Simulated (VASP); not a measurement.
Sn, 2 atoms in the cell. Symmetry: I4_1/amd, No. 141, tetragonal system. Conventional cell: a = 4.010 Å, b = 4.010 Å, c = 8.506 Å, α = 90.00°, β = 90.00°, γ = 90.00°. Within 3.8 Å of Sn (site symmetry -4m2) lie 4 Sn at 2.92 Å.  This cell differs from its parent crystal: ratio of the length along z to the lengths across it x 1.5, volume and fractional coordinates fixed.

* Program: VASP 6.6.1
* Task: single point
* Functional: r2SCAN
* Potentials or basis: VASP PAW PBE potentials, release 64 (Sn_d)
* Cutoff: 520 eV
* k mesh: 10 × 10 × 10
* Occupations: gaussian, width 0.15 eV
* Spin: no spin polarisation
* Dipole correction: no
* Further INCAR settings: ALGO = Normal; EDIFF = 1e-06; NBANDS = 21

Potentials or basis: VASP PAW PBE potentials, release 64 (Sn_d).

Run with:

```bash
$ cat potpaw_PBE.64/Sn_d/POTCAR > POTCAR
$ cp INCAR.step1 INCAR
$ mpirun -np 1 vasp_std > vasp.out
$ cp INCAR.step2 INCAR
$ mpirun -np 1 vasp_std > vasp.out
```

Hardware: 1 thread of Intel Xeon 8259CL, on a shared host.

Task: How long does it take, and how much memory?

Result: Wall time 11 min on 1 thread of Intel Xeon 8259CL (shared host), peak memory 0.3 GiB. Counts: k points 102.
